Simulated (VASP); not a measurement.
Runs of VASP 6.6.1 on Eu. The structure is that of space group Im-3m (No. 229), or close to it. The cells are those of the table. 

```csv
task,cell,cutoff (eV),gap on the mesh (eV),pressure (GPa),moment (μB)
relaxation of cell and atoms,"relaxed from a = 3.989 Å, angles 109.5°, 1 atom",600,none,0.0,7.30
single point,"a = 3.151 Å, angles 109.5°, 1 atom",520,none,(b),7.20
single point,"a = 3.511 Å, angles 109.5°, 1 atom",520,none,4.7,7.19
single point,"a = 3.805 Å, angles 109.5°, 1 atom",520,none,-0.3,(a)
single point,"a = 3.351 Å, angles 109.5°, 1 atom",520,none,9.8,7.18
relaxation of cell and atoms,"relaxed to 5 GPa from a = 3.989 Å, angles 109.5°, 1 atom",600,none,5.0,7.19
```

Alike in all rows: level PBE; potentials or basis VASP PAW PBE potentials, release 64 (Eu); spin collinear, ferromagnetic start; k mesh 11 × 11 × 11; smearing fermi-dirac 0.15 eV.

Q: Fill in the values left out.

A: (a) 7.31; (b) 20.0.

Caveats: spin-orbit coupling is left out, which moves the levels of the heavy elements; semilocal functionals describe open f shells poorly, which spoils levels, moments and volumes; the cell stands under pressure (at least some runs); the cell is relaxed towards a set pressure, so the run minimises the enthalpy, not the energy (at least some runs).

A k mesh can miss the band edges, and the runs leave out spin-orbit coupling on Eu.

A gap of «none» marks levels without a gap at the run's occupations.
